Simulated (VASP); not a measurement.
Wanted: the native input for a VASP 6.6.1 run.

```
Task                   : single point
Functional             : r2SCAN
Potentials or basis    : VASP PAW PBE potentials, release 64 (Te)
Cutoff                 : 520 eV
k mesh                 : 5 × 5 × 4
Occupations            : fermi-dirac, width 0.05 eV
Spin                   : no spin polarisation
Dipole correction      : no
Further INCAR settings : ALGO = Normal; EDIFF = 1e-06; NBANDS = 16
```

Te:

```xyz
3
Lattice="4.6325 0.0000 0.0000 -2.3162 4.0119 0.0000 0.0000 0.0000 5.8869" Properties=species:S:1:pos:R:3 pbc="T T T"
Te    1.1747    0.0000    1.9623
Te    4.0451    1.0174    3.9246
Te    1.7289    2.9945    0.0000
```

One way to write it, as run:

POSCAR

```
Te
1.0
    4.6324895870      0.0000000000      0.0000000000
   -2.3162447935      4.0118536651      0.0000000000
    0.0000000000      0.0000000000      5.8869033494
Te
3
Direct
    0.2535874851      0.0000000000      0.3333333333
    1.0000000000      0.2535874851      0.6666666667
    0.7464125149      0.7464125149      0.0000000000
```

INCAR.step1

```
ALGO = Normal ; EDIFF = 1E-4
ENCUT = 520 ; GGA = PE
ISMEAR = -1 ; LASPH = True
LCHARG = False ; LREAL = False
LWAVE = True ; NBANDS = 16
NELM = 60 ; PREC = Accurate
SIGMA = 0.05
```

INCAR.step2

```
ALGO = Normal ; EDIFF = 1E-6
ENCUT = 520 ; ISIF = 2
ISMEAR = -1 ; ISTART = 1
LASPH = True ; LCHARG = False
LMIXTAU = True ; LREAL = False
LWAVE = False ; METAGGA = R2SCAN
NBANDS = 16 ; NELM = 60
PREC = Accurate ; SIGMA = 0.05
```

KPOINTS

```
k-points
0
Gamma
  5 5 4
```

Potentials or basis: VASP PAW PBE potentials, release 64 (Te).

Launch:

```console
$ cat potpaw_PBE.64/Te/POTCAR > POTCAR
$ cp INCAR.step1 INCAR
$ mpirun -np 1 vasp_std > vasp.out
$ cp INCAR.step2 INCAR
$ mpirun -np 1 vasp_std > vasp.out
```

It gave:

* Pressure: 0.0 GPa
* Largest force: 0.013 eV/Å
* Band gap on the k mesh: 0.79 eV, indirect (least direct gap 0.97 eV)

Caveat: the PAW data sets were made with another functional, which shifts forces and pressure a little; spin-orbit coupling is left out, which moves the levels of the heavy elements.

Wall time 97 s on 1 thread of Intel(R) Xeon(R) Platinum 8259CL CPU @ 2.50GHz (Skylake/Cascade Lake), on a shared host, peak memory 0.26 GiB.
